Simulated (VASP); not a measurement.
Crystal: Te.

```
Te
1.0
     4.45400    0.00000    0.00000
    -2.22700    3.85728    0.00000
     0.00000    0.00000    5.92400
Te
3
Direct
  0.73100 0.73100 0.00000
  0.00000 0.26900 0.66667
  0.26900 0.00000 0.33333
```

Program: VASP 6.6.1. Alike in all runs: task single point; potentials or basis VASP PAW PBE potentials, release 64 (Te); no spin polarisation; cell as given; cutoff (eV) 520.

Problem. Order these runs on this cell by their band gap on the k mesh, lowest first.
A. level PBEsol; k mesh 6 × 6 × 4; smearing gaussian 0.005 eV
B. level PBE0; k mesh 4 × 4 × 3; smearing fermi-dirac 0.05 eV; grid for exact exchange (PRECFOCK) Normal; share of exact exchange 0.25
C. level r2SCAN50; k mesh 4 × 4 × 3; smearing fermi-dirac 0.05 eV; grid for exact exchange (PRECFOCK) Normal; share of exact exchange 0.5
D. level RPBE+D4; k mesh 7 × 7 × 5; smearing fermi-dirac 0.05 eV
E. level PBE-based screened hybrid with 25 % exact exchange; k mesh 4 × 4 × 3; smearing fermi-dirac 0.05 eV; grid for exact exchange (PRECFOCK) Normal; share of exact exchange 0.25; screening parameter 0.4 1/Å

Solution. A (0.13 eV), D (0.66 eV), E (1.04 eV), B (1.92 eV), C (3.21 eV).

Caveats: spin-orbit coupling is left out, which moves the levels of the heavy elements; semilocal functionals underestimate gaps, and a narrow one can read as zero (at least some runs).

A k mesh can miss the band edges, odd and even meshes differently.
